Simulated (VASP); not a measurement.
# MgO: single point with PBE

MgO:

```
CELL_PARAMETERS angstrom
0.00000 2.09169 2.09169
2.09169 0.00000 2.09169
2.09169 2.09169 0.00000
ATOMIC_POSITIONS crystal
Mg 0.00665 0.00665 0.99335
O 0.48989 0.48989 0.51011
```

```yaml
Program: VASP 6.6.1
Task: single point
Functional: PBE
Potentials_or_basis: VASP PAW PBE potentials, release 64 (Mg, O)
Cutoff: 600 eV
k_mesh: 10 × 10 × 10
Occupations: gaussian, width 0.05 eV
Spin: no spin polarisation
```

| Quantity | Value |
| --- | --- |
| Pressure | 7.8 GPa |
| Largest force | 0.442 eV/Å |
| Band gap on the k mesh | 4.93 eV, direct |

Forces on the atoms (eV/Å):
```
Mg   0.000  0.000 -0.442
O    0.000  0.000  0.442
```

Stress tensor (GPa, compression positive):
```
7.13 0.00 0.00
0.00 7.13 0.00
0.00 0.00 9.09
```

Levels at points of the mesh, in eV from the valence-band top:
```tsv
k point	band 1	band 2	band 3	band 4	band 5	band 6	band 7	band 8	band 9
(0.00, 0.00, 0.00)	-17.37	-0.01	0.00	0.00	4.93	15.93	15.94	15.94	19.88
(0.50, 0.00, 0.00)	-16.03	-4.70	-0.67	-0.67	8.03	12.82	16.52	16.55	21.19
(0.50, 0.50, 0.00)	-15.77	-4.16	-1.37	-1.37	9.15	10.16	13.33	19.30	19.30
(0.00, 0.50, 0.50)	-15.77	-4.16	-1.38	-1.37	9.17	10.17	13.33	19.28	19.33
```

It took 14 s on 1 thread of Intel(R) Xeon(R) Platinum 8259CL CPU @ 2.50GHz (Skylake/Cascade Lake) (shared host), peak memory 0.16 GiB.

Expect the measured gap to be larger: semilocal functionals such as PBE lack the derivative discontinuity.
